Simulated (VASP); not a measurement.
# BeGeSb2 (P-4m2) in VASP: settings compared, part 2 of 2

VASP 6.6.1. The steps go on from the part before.

## 5. Single point, r2SCAN

This run uses another cell than the first one, of 25.42 Å³/atom, 0.924 times its volume.

The input, POSCAR:

```
BeGeSb2
1.0
    4.1745184532      0.0000000000      0.0000000000
    0.0000000000      4.1745184532      0.0000000000
    0.0000000000      0.0000000000      5.8346868267
Be Sb Ge
1 2 1
Direct
    0.0000000000      0.0000000000      0.0000000000
    0.0000000000      0.5000000000      0.2194401827
    0.5000000000      0.0000000000      0.7805598173
    0.5000000000      0.5000000000      0.5000000000
```

The input, INCAR.step1:

```
SYSTEM = BeGeSb2
PREC = Accurate
ENCUT = 520
ISMEAR = -1
SIGMA = 0.02
LREAL = .FALSE.
LASPH = .TRUE.
NELM = 60
NBANDS = 21
GGA = PE
ALGO = Normal
EDIFF = 1E-4
LWAVE = .TRUE.
LCHARG = .FALSE.
```

The input, INCAR.step2:

```
SYSTEM = BeGeSb2
PREC = Accurate
ENCUT = 520
EDIFF = 1E-7
ISMEAR = -1
SIGMA = 0.02
LREAL = .FALSE.
LASPH = .TRUE.
NELM = 60
ALGO = Normal
ISIF = 2
LWAVE = .FALSE.
LCHARG = .FALSE.
METAGGA = R2SCAN
LMIXTAU = .TRUE.
NBANDS = 21
ISTART = 1
```

The input, KPOINTS:

```
Automatic mesh
0
G
  6 6 4
  0 0 0
```

Potentials or basis: VASP PAW PBE potentials, release 64 (Be, Sb, Ge_d).

Started as:

```
> cat potpaw_PBE.64/Be/POTCAR potpaw_PBE.64/Sb/POTCAR potpaw_PBE.64/Ge_d/POTCAR > POTCAR
> cp INCAR.step1 INCAR
> mpirun -np 1 vasp_std > vasp.out
> cp INCAR.step2 INCAR
> mpirun -np 1 vasp_std > vasp.out
```

OUTCAR:

```text
SYSTEM = BeGeSb2
   PREC = Accurate
   ENCUT = 520
   EDIFF = 1E-7
   ISMEAR = -1
   LREAL = .FALSE.
   LASPH = .TRUE.
   NELM = 60
   ISIF = 2
   METAGGA = R2SCAN
   ISTART = 1

 ion  position               nearest neighbor table
   1  0.000  0.000  0.000-   2 2.45   3 2.45   2 2.45   3 2.45
   2  0.000  0.500  0.219-   1 2.45   1 2.45   4 2.65   4 2.65
   3  0.500  0.000  0.781-   1 2.45   1 2.45   4 2.65   4 2.65
   4  0.500  0.500  0.500-   2 2.65   3 2.65   3 2.65   2 2.65

  LATTYP: Found a simple tetragonal cell.
 ALAT       =     4.1745184532
 C/A-ratio  =     1.3976909893

  Lattice vectors:

 A1 = (   4.1745184532,   0.0000000000,   0.0000000000)
 A2 = (   0.0000000000,   4.1745184532,   0.0000000000)
 A3 = (   0.0000000000,   0.0000000000,   5.8346868267)

Analysis of symmetry for initial positions (statically):
=====================================================================
 Subroutine PRICEL returns:
 Original cell was already a primitive cell.

 Routine SETGRP: Setting up the symmetry group for a
 simple tetragonal supercell.

 Subroutine GETGRP returns: Found  8 space group operations
 (whereof  8 operations were pure point group operations)
 out of a pool of 16 trial point group operations.

The static configuration has the point symmetry D_2d.

Analysis of symmetry for dynamics (positions and initial velocities):
=====================================================================
 Subroutine PRICEL returns:
 Original cell was already a primitive cell.

 Routine SETGRP: Setting up the symmetry group for a
 simple tetragonal supercell.

 Subroutine GETGRP returns: Found  8 space group operations
 (whereof  8 operations were pure point group operations)
 out of a pool of 16 trial point group operations.

The dynamic configuration has the point symmetry D_2d.

 Subroutine INISYM returns: Found  8 space group operations
 (whereof  8 operations are pure point group operations),
 and found     1 'primitive' translations

----------------------------------------------------------------------------------------

                                     Primitive cell

  volume of cell :     101.6788

  direct lattice vectors                    reciprocal lattice vectors
     4.174518453  0.000000000  0.000000000     0.239548588  0.000000000  0.000000000
     0.000000000  4.174518453  0.000000000     0.000000000  0.239548588  0.000000000
     0.000000000  0.000000000  5.834686827     0.000000000  0.000000000  0.171388805

  length of vectors
     4.174518453  4.174518453  5.834686827     0.239548588  0.239548588  0.171388805

  position of ions in fractional coordinates (direct lattice)
     0.000000000  0.000000000  0.000000000
     0.000000000  0.500000000  0.219440183
     0.500000000  0.000000000  0.780559817
     0.500000000  0.500000000  0.500000000

  ion indices of the primitive-cell ions
   primitive index   ion index
                 1           1
                 2           2
                 3           3
                 4           4

----------------------------------------------------------------------------------------

 KPOINTS: Automatic mesh

Automatic generation of k-mesh.
 Grid dimensions read from file:
 generate k-points for:    6    6    4

 Generating k-lattice:

  Cartesian coordinates                     Fractional coordinates (reciprocal lattice)
     0.039924765  0.000000000  0.000000000     0.166666667  0.000000000  0.000000000
     0.000000000  0.039924765  0.000000000     0.000000000  0.166666667  0.000000000
     0.000000000  0.000000000  0.042847201     0.000000000  0.000000000  0.250000000

  Length of vectors
     0.039924765  0.039924765  0.042847201

  Shift w.r.t. Gamma in fractional coordinates (k-lattice)
     0.000000000  0.000000000  0.000000000

 Subroutine IBZKPT returns following result:
 ===========================================

 Found     30 irreducible k-points:

 Following reciprocal coordinates:
            Coordinates               Weight
  0.000000  0.000000  0.000000      1.000000
  0.166667  0.000000  0.000000      4.000000
  0.333333  0.000000  0.000000      4.000000
  0.500000  0.000000  0.000000      2.000000
  0.166667  0.166667  0.000000      4.000000
  0.333333  0.166667  0.000000      8.000000
[... 16 lines left out ...]
  0.333333  0.000000  0.500000      4.000000
  0.500000  0.000000  0.500000      2.000000
 [... further k-points ...]
   k-points           NKPTS =     30   k-points in BZ     NKDIM =     30   number of bands    NBANDS=     21
   number of dos      NEDOS =    301   number of ions     NIONS =      4
   total plane-waves  NPLWV =  49152
   dimension x,y,z NGX =    32 NGY =   32 NGZ =   48
   dimension x,y,z NGXF=    64 NGYF=   64 NGZF=   96
   ions per type =               1   2   1
   NGX,Y,Z   is equivalent  to a cutoff of  12.74, 12.74, 13.68 a.u.
   NGXF,Y,Z  is equivalent  to a cutoff of  25.49, 25.49, 27.35 a.u.
 SYSTEM =  BeGeSb2
   PREC   = accura    normal or accurate (medium, high low for compatibility)
   ISTART =      1    job   : 0-new  1-cont  2-samecut
   ICHARG =      0    charge: 1-file 2-atom 10-const
   ISPIN  =      1    spin polarized calculation?
   LNONCOLLINEAR =      F non collinear calculations
   LSORBIT =      F    spin-orbit coupling
   LASPH  =      T    aspherical Exc in radial PAW
   ENCUT  =  520.0 eV  38.22 Ry    6.18 a.u.   7.76  7.76 10.85*2*pi/ulx,y,z
   NELM   =     60;   NELMIN=  2; NELMDL=  0     # of ELM steps
   EDIFF  = 0.1E-06   stopping-criterion for ELM
   LREAL  =      F    real-space projection
   EDIFFG = 0.1E-05   stopping-criterion for IOM
   NSW    =      0    number of steps for IOM
   IBRION =     -1    ionic relax: 0-MD 1-quasi-New 2-CG
   NFREE  =      0    steps in history (QN), initial steepest desc. (CG)
   ISIF   =      2    stress and relaxation
   ISYM   =      2    0-nonsym 1-usesym 2-fastsym
   POTIM  = 0.5000    time-step for ionic-motion
   TEBEG  =    0.0;   TEEND  =   0.0 temperature during run
   PSTRESS=    0.0 pullay stress
   NELECT =      26.0000    total number of electrons
   NUPDOWN=      -1.0000    fix difference up-down
   EMIN   =  10.00;   EMAX   =-10.00  energy-range for DOS
   EFERMI =   0.00;   METHOD = LEGACY
   ISMEAR =    -1;   SIGMA  =   0.02  broadening in eV -4-tet -1-fermi 0-gaus
   EFERMI_NEDOS =   21; number of points for ismear=-14 and -15
   IALGO  =     38    algorithm
   IMIX   =      4    mixing-type and parameters
     AMIX     =   0.40;   BMIX     =  1.00
     AMIX_MAG =   1.60;   BMIX_MAG =  1.00
  volume/ion in A,a.u.               =      25.42       171.54
  Fermi-wavevector in a.u.,A,eV,Ry     =   1.039096  1.963607 14.690501  1.079721
  Thomas-Fermi vector in A             =   2.173611
   LORBIT       =      0    0 simple, 1 ext, 2 COOP (PROOUT), +10 PAW based schemes
   METAGGA = R2SCAN    functional components
   LHFCALC =     F    Hartree Fock is set to
   AEXX    =    0.0000 exact exchange contribution
   IVDW    =     0    specifies the selected vdW correction
   LEPSILON=     F    determine dielectric tensor
   LRPA    =     F    only Hartree local field effects (RPA)
 non-spin polarized calculation
  energy-cutoff  :      520.00
  volume of cell :      101.68
 maximum number of plane-waves:      2764
 NGX is ok and might be reduce to    32
   NGX = 15   NGY = 15   NGZ = 21

 number of electron      26.0000025 magnetization

 Free energy of the ion-electron system (eV)
  ---------------------------------------------------
  ext. energy  EPLUGINS =         0.00000000
  ---------------------------------------------------
  free energy    TOTEN  =       -69.55095468 eV

  energy without entropy =      -69.55031305  energy(sigma->0) =      -69.55063387

 E-fermi :   5.1484     XC(G=0):  -9.6922

 val. band max:        5.1262364346   @ k =   0.1667   0.0000   0.0000
 cond. band min:       5.2870954070   @ k =   0.0000   0.0000   0.0000
 fundamental gap:      0.1608589724
 Fermi energy:         5.1483677395

 k-point     1 :       0.0000    0.0000    0.0000
  band No.  band energies     occupation
      1     -20.3551      2.00000
      2     -20.3541      2.00000
      3     -20.3541      2.00000
      4     -20.3376      2.00000
      5     -20.3310      2.00000
      6      -7.3410      2.00000
[... 13 lines left out ...]
     20      12.1639      0.00000
     21      14.6526      0.00000
[... 529 lines left out ...]
 k-point    24 :       0.5000    0.0000    0.5000
  band No.  band energies     occupation
      1     -20.3580      2.00000
      2     -20.3539      2.00000
      3     -20.3506      2.00000
      4     -20.3365      2.00000
      5     -20.3320      2.00000
      6      -5.9263      2.00000
[... 13 lines left out ...]
     20      11.9969      0.00000
     21      12.7996      0.00000

 [... further k-points ...]
[... 5 lines left out ...]
  --------------------------------------------------------------------------------------
  -------------------------------------------------------------------------------------
  Total        0.1351712      0.1351712      0.1339082      0.0000000      0.0000000      0.0000000
  in kB        2.1299258      2.1299258      2.1100240      0.0000000      0.0000000      0.0000000
  external PRESSURE =       2.1232919 kB  Pullay stress =       0.0000000 kB

 VOLUME and BASIS-vectors are now :
 -----------------------------------------------------------------------------
  energy-cutoff  :      520.00
  volume of cell :      101.68
      direct lattice vectors                 reciprocal lattice vectors
     4.174518453  0.000000000  0.000000000     0.239548588  0.000000000  0.000000000
     0.000000000  4.174518453  0.000000000     0.000000000  0.239548588  0.000000000
     0.000000000  0.000000000  5.834686827     0.000000000  0.000000000  0.171388805

 POSITION                                       TOTAL-FORCE (eV/Angst)
 -----------------------------------------------------------------------------------
      0.00000      0.00000      0.00000         0.000000      0.000000      0.000000
      0.00000      2.08726      1.28036         0.000000      0.000000     -0.012860
      2.08726      0.00000      4.55432         0.000000      0.000000      0.012860
      2.08726      2.08726      2.91734         0.000000     -0.000000      0.000000
 -----------------------------------------------------------------------------------
    total drift:                                0.000000      0.000000     -0.000000

  FREE ENERGIE OF THE ION-ELECTRON SYSTEM (eV)
  ---------------------------------------------------
  free  energy   TOTEN  =       -69.5509546815 eV

  energy  without entropy=      -69.5503130539  energy(sigma->0) =      -69.55063387
```

It took 2 min on 1 thread of Intel Xeon Platinum 8488C (Sapphire Rapids), shared host; peak memory 0.26 GiB.

What came out:

```yaml
Free_energy: -69.5510 eV
Pressure: 0.2 GPa
Largest_force: 0.013 eV/Å
Band_gap_on_the_k_mesh: zero (band 13 reaches 5.29 eV, above the bottom of band 14 at 4.89 eV)
```

Forces on the atoms (eV/Å):
```
Be   0.000  0.000  0.000
Sb   0.000  0.000 -0.013
Sb   0.000  0.000  0.013
Ge   0.000  0.000  0.000
```

Levels at points of the mesh, in eV from the Fermi level:
```tsv
k point	band 9	band 10	band 11	band 12	band 13	band 14	band 15	band 16	band 17	band 18
(0.00, 0.00, 0.00)	-2.98	-2.98	-0.23	0.14	0.14	0.27	1.76	2.67	2.67	2.91
(0.50, 0.00, 0.00)	-4.15	-4.01	-3.18	-1.80	-1.01	1.81	3.53	4.02	4.34	5.27
(0.50, 0.50, 0.00)	-5.04	-3.50	-2.91	-2.91	-2.03	-0.26	1.36	1.36	2.95	8.62
(0.00, 0.00, 0.50)	-2.93	-2.15	-2.15	-1.69	-1.69	1.24	1.35	3.68	4.06	5.15
(0.50, 0.00, 0.50)	-5.59	-1.68	-1.64	-0.94	-0.79	-0.11	2.87	3.13	3.88	4.08
(0.50, 0.50, 0.50)	-4.71	-4.53	-3.58	-3.58	-2.90	3.29	4.12	4.26	4.26	5.63
```

Caveat: the PAW data sets were made with another functional, which shifts forces and pressure a little; spin-orbit coupling is left out, which moves the levels of the heavy elements.

## 6. Single point, r2SCAN

This run uses another cell than the first one, of 25.42 Å³/atom, 0.924 times its volume.

POSCAR is that of step 5.

The input, INCAR.step1:

```
PREC = Accurate
ENCUT = 520
ISMEAR = -1
SIGMA = 0.02
LREAL = F
LASPH = T
NELM = 60
NBANDS = 21
GGA = PE
ALGO = Normal
EDIFF = 1E-4
LWAVE = T
LCHARG = F
```

The input, INCAR.step2:

```
PREC = Accurate
ENCUT = 520
EDIFF = 1E-6
ISMEAR = -1
SIGMA = 0.02
LREAL = F
LASPH = T
NELM = 60
ALGO = Normal
ISIF = 2
LWAVE = F
LCHARG = F
METAGGA = R2SCAN
LMIXTAU = T
NBANDS = 21
ISTART = 1
```

The input, KPOINTS:

```
regular mesh
0
Gamma
  6 6 4
```

Potentials or basis: VASP PAW PBE potentials, release 64 (Be, Sb, Ge_d).

Started as:

```
> cat potpaw_PBE.64/Be/POTCAR potpaw_PBE.64/Sb/POTCAR potpaw_PBE.64/Ge_d/POTCAR > POTCAR
> cp INCAR.step1 INCAR
> mpirun -np 1 vasp_std > vasp.out
> cp INCAR.step2 INCAR
> mpirun -np 1 vasp_std > vasp.out
```

OUTCAR:

```text
PREC = Accurate
   ENCUT = 520
   EDIFF = 1E-6
   ISMEAR = -1
   LREAL = F
   LASPH = T
   NELM = 60
   ISIF = 2
   METAGGA = R2SCAN
   ISTART = 1

 ion  position               nearest neighbor table
   1  0.000  0.000  0.000-   2 2.45   3 2.45   2 2.45   3 2.45
   2  0.000  0.500  0.219-   1 2.45   1 2.45   4 2.65   4 2.65
   3  0.500  0.000  0.781-   1 2.45   1 2.45   4 2.65   4 2.65
   4  0.500  0.500  0.500-   2 2.65   3 2.65   3 2.65   2 2.65

  LATTYP: Found a simple tetragonal cell.
 ALAT       =     4.1745184532
[... 767 lines left out ...]
     21      12.7996      0.00000

 [... further k-points ...]
[... 5 lines left out ...]
  --------------------------------------------------------------------------------------
  -------------------------------------------------------------------------------------
  Total        0.1350101      0.1350101      0.1337244      0.0000000      0.0000000      0.0000000
  in kB        2.1273867      2.1273867      2.1071284      0.0000000      0.0000000      0.0000000
  external PRESSURE =       2.1206340 kB  Pullay stress =       0.0000000 kB

 VOLUME and BASIS-vectors are now :
 -----------------------------------------------------------------------------
  energy-cutoff  :      520.00
  volume of cell :      101.68
      direct lattice vectors                 reciprocal lattice vectors
     4.174518453  0.000000000  0.000000000     0.239548588  0.000000000  0.000000000
     0.000000000  4.174518453  0.000000000     0.000000000  0.239548588  0.000000000
     0.000000000  0.000000000  5.834686827     0.000000000  0.000000000  0.171388805

 POSITION                                       TOTAL-FORCE (eV/Angst)
 -----------------------------------------------------------------------------------
      0.00000      0.00000      0.00000        -0.000000      0.000000      0.000000
      0.00000      2.08726      1.28036         0.000000      0.000000     -0.012864
      2.08726      0.00000      4.55432         0.000000      0.000000      0.012864
      2.08726      2.08726      2.91734         0.000000     -0.000000      0.000000
 -----------------------------------------------------------------------------------
    total drift:                                0.000000      0.000000     -0.000000

  FREE ENERGIE OF THE ION-ELECTRON SYSTEM (eV)
  ---------------------------------------------------
  free  energy   TOTEN  =       -69.5509546660 eV

  energy  without entropy=      -69.5503130394  energy(sigma->0) =      -69.55063385
```

OUTCAR.step1:

```text
PREC = Accurate
   ENCUT = 520
   ISMEAR = -1
   LREAL = F
   LASPH = T
[... 804 lines left out ...]
      0.00000      0.00000      0.00000         0.000000      0.000000      0.000000
      0.00000      2.08726      1.28036         0.000000      0.000000     -0.230777
      2.08726      0.00000      4.55432         0.000000      0.000000      0.230777
      2.08726      2.08726      2.91734         0.000000     -0.000000      0.000000
 -----------------------------------------------------------------------------------
    total drift:                                0.000000      0.000000     -0.000000

  FREE ENERGIE OF THE ION-ELECTRON SYSTEM (eV)
  ---------------------------------------------------
  free  energy   TOTEN  =       -16.3335162781 eV

  energy  without entropy=      -16.3328101641  energy(sigma->0) =      -16.33316322
```

OSZICAR.step1:

```text
N       E                     dE             d eps       ncg     rms          rms(c)
DAV:   1     0.182517308577E+03    0.18252E+03   -0.11702E+04  1455   0.180E+03
DAV:   2     0.844009445231E+01   -0.17408E+03   -0.16647E+03  1443   0.520E+02
DAV:   3    -0.157681479018E+02   -0.24208E+02   -0.24026E+02  1561   0.113E+02
DAV:   4    -0.167293230614E+02   -0.96118E+00   -0.95956E+00  1511   0.245E+01
DAV:   5    -0.167516812588E+02   -0.22358E-01   -0.22357E-01  1529   0.442E+00    0.506E+00
DAV:   6    -0.163969040033E+02    0.35478E+00   -0.44884E-01  1474   0.342E+00    0.290E+00
DAV:   7    -0.163330311347E+02    0.63873E-01   -0.31807E-01  1511   0.233E+00    0.850E-01
DAV:   8    -0.163324707245E+02    0.56041E-03   -0.28773E-02  1413   0.958E-01    0.139E-01
DAV:   9    -0.163331810365E+02   -0.71031E-03   -0.29355E-03  1468   0.318E-01    0.609E-02
DAV:  10    -0.163334412797E+02   -0.26024E-03   -0.41299E-04  1460   0.991E-02    0.285E-02
DAV:  11    -0.163335162781E+02   -0.74998E-04   -0.94273E-05  1225   0.679E-02
   1 F= -.16333516E+02 E0= -.16333163E+02  d E =-.706114E-03
```

Wall time 2 min (1 thread of Intel Xeon Platinum 8488C (Sapphire Rapids), shared host); peak memory 0.26 GiB.

What came out:

```yaml
Free_energy: -69.5510 eV
Pressure: 0.2 GPa
Largest_force: 0.013 eV/Å
Band_gap_on_the_k_mesh: zero (band 13 reaches 5.29 eV, above the bottom of band 14 at 4.89 eV)
```

Forces in eV/Å, atoms in the order of the input:
```
Be   0.000  0.000  0.000
Sb   0.000  0.000 -0.013
Sb   0.000  0.000  0.013
Ge   0.000  0.000  0.000
```

Caveat: the PAW data sets were made with another functional, which shifts forces and pressure a little; spin-orbit coupling is left out, which moves the levels of the heavy elements.

## 7. Summary

```csv
level,cell,gap on the mesh (eV),pressure (GPa),largest force (eV/Å)
PBE,"a = 4.290, b = 4.290, c = 5.981 Å, 4 atoms",none,-2.6,0.07
r2SCAN,"a = 4.089, b = 4.089, c = 5.716 Å, 4 atoms",none,4.4,0.13
r2SCAN,"a = 4.132, b = 4.132, c = 5.776 Å, 4 atoms",none,2.2,0.07
r2SCAN,"a = 4.175, b = 4.175, c = 5.835 Å, 4 atoms",none,0.2,0.01
```

Alike in all rows: task single point; potentials or basis VASP PAW PBE potentials, release 64 (Be, Sb, Ge_d); no spin polarisation; k mesh 6 × 6 × 4; cutoff (eV) 520; smearing fermi-dirac 0.02 eV.

Caveats: spin-orbit coupling is left out, which moves the levels of the heavy elements; the PAW data sets were made with another functional, which shifts forces and pressure a little (some runs).

Total energies depend on the potentials used, so only differences within one code and one set of settings carry meaning.
